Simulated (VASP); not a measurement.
# Sc2GaP3: single point with PBE

Crystal: Sc2GaP3.

```
CELL_PARAMETERS angstrom
3.53962 0.00000 0.00000
0.00000 3.53962 0.00000
0.00000 0.00000 8.42641
ATOMIC_POSITIONS crystal
Sc 0.00000 0.00000 0.32281
Sc 0.00000 0.00000 0.67719
Ga 0.00000 0.00000 0.00000
P 0.50000 0.50000 0.20586
P 0.50000 0.50000 0.50000
P 0.50000 0.50000 0.79414
```

```yaml
Program: VASP 6.6.1
Task: single point
Functional: PBE
Potentials_or_basis: VASP PAW PBE potentials, release 64 (Sc_sv, Ga_d, P)
Cutoff: 520 eV
k_mesh: 6 × 6 × 2
Occupations: gaussian, width 0.1 eV
Spin: no spin polarisation
Dipole_correction: no
Further_INCAR_settings: ALGO = Normal; EDIFF = 1e-07; NBANDS = 34
```

```yaml
Pressure: 0.2 GPa
Largest_force: 0.023 eV/Å
Band_gap_on_the_k_mesh: zero (band 25 reaches 7.00 eV, above the bottom of band 26 at 6.09 eV)
```

Forces on the atoms (eV/Å):
```
Sc   0.000  0.000  0.023
Sc   0.000  0.000 -0.023
Ga   0.000  0.000  0.000
P    0.000  0.000 -0.018
P    0.000  0.000  0.000
P    0.000  0.000  0.018
```

Levels at points of the mesh, in eV from the Fermi level:
```
           k point  band 23  band 24  band 25  band 26  band 27  band 28
(0.00, 0.00, 0.00)    -0.91    -0.80    -0.80    -0.16     0.19     0.95
(0.50, 0.00, 0.00)    -1.64    -1.45    -0.31     0.99     1.04     2.01
(0.50, 0.50, 0.00)    -3.62    -3.46    -1.48    -0.16     0.49     1.58
(0.00, 0.00, 0.50)    -1.44    -0.88    -0.74    -0.74    -0.21     1.86
(0.50, 0.00, 0.50)    -1.74    -0.39    -0.07     0.33     1.20     1.24
(0.50, 0.50, 0.50)    -3.37    -3.37    -1.15     0.30     1.08     1.08
```

Wall time 70 s on 1 thread of Intel(R) Xeon(R) Platinum 8488C (Sapphire Rapids), with other jobs on the host, peak memory 0.25 GiB.

Caveat: the k points lie up to 0.37 Å⁻¹ apart.
